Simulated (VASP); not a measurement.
K2Ge: relaxation of cell and atoms with PBE

The system is K2Ge.

```
K Ge
1.0
     6.12063    0.00000    0.00000
     0.00000    6.12063    0.00000
     0.00000    0.00000    3.31876
K Ge
2 1
Direct
  0.00000 0.50000 0.50000
  0.50000 0.00000 0.50000
  0.50000 0.50000 0.00000
```

The cell was built from a structure type or drawn by symmetry, and may not be a known phase.

| Item | Value |
| --- | --- |
| Program | VASP 6.6.1 |
| Task | relaxation of cell and atoms |
| Functional | PBE |
| Potentials or basis | VASP PAW PBE potentials, release 64 (K_sv, Ge_d) |
| Cutoff | 600 eV |
| k mesh | 4 × 4 × 6 |
| Occupations | gaussian, width 0.1 eV |
| Spin | no spin polarisation |
| Dipole correction | no |
| Further INCAR settings | ALGO = Normal; EDIFF = 1e-06; IBRION = 2; EDIFFG = -0.04; NSW = 90; ISIF = 3 |

```yaml
Relaxed_volume: 44.42 Å³/atom
Relaxed_cell: a = 6.120 Å, b = 6.120 Å, c = 3.559 Å, α = 90.00°, β = 90.00°, γ = 90.00°
Space_group_after_relaxing_to_0.1_Å: P4/mmm (No. 123)
Energy_gained_by_relaxing: 16.4 meV/atom
Ionic_steps: 5
Pressure_after_relaxing: -0.1 GPa
Band_gap_on_the_k_mesh: zero (bands 16 and 17 overlap by 0.84 eV)
```

Stress tensor (GPa, compression positive):
```
-0.14  0.00  0.00
 0.00 -0.14  0.00
 0.00  0.00  0.04
```

Step by step:
```csv
step,energy change (eV),largest force (eV/Å),pressure (GPa),volume (Å³)
1,0.0000,0.0000,0.72,124.33
2,-0.0275,0.0000,0.37,127.70
3,-0.0467,0.0000,-0.10,133.35
4,-0.0471,0.0000,-0.18,134.36
5,-0.0492,0.0000,-0.08,133.27
```

Final structure:
```yaml
crystal:
  lattice:
    - [6.11977, 0.00000, 0.00000]
    - [0.00000, 6.11977, 0.00000]
    - [0.00000, 0.00000, 3.55856]
  atoms:
    - { symbol: K, position: [0.00000, 0.50000, 0.50000] }
    - { symbol: K, position: [0.50000, 0.00000, 0.50000] }
    - { symbol: Ge, position: [0.50000, 0.50000, 0.00000] }
```

Levels at points of the mesh, in eV from the Fermi level:
| k point | band 14 | band 15 | band 16 | band 17 | band 18 | band 19 |
| --- | --- | --- | --- | --- | --- | --- |
| (0.00, 0.00, 0.00) | -7.61 | -0.34 | -0.34 | -0.31 | 2.49 | 3.03 |
| (0.50, 0.00, 0.00) | -7.47 | -1.62 | -0.35 | 1.44 | 1.60 | 2.68 |
| (0.50, 0.50, 0.00) | -7.34 | -1.41 | -1.41 | 0.65 | 3.42 | 3.42 |
| (0.00, 0.00, 0.50) | -6.33 | -1.62 | 0.11 | 0.11 | 2.60 | 2.79 |
| (0.50, 0.00, 0.50) | -6.38 | -1.34 | 0.23 | 0.24 | 2.53 | 3.44 |
| (0.50, 0.50, 0.50) | -6.43 | -1.06 | 0.53 | 0.53 | 1.77 | 3.08 |

Wall time 3.9 min on 1 thread of Intel(R) Xeon(R) Platinum 8488C (Sapphire Rapids), with other jobs on the host, peak memory 0.3 GiB.
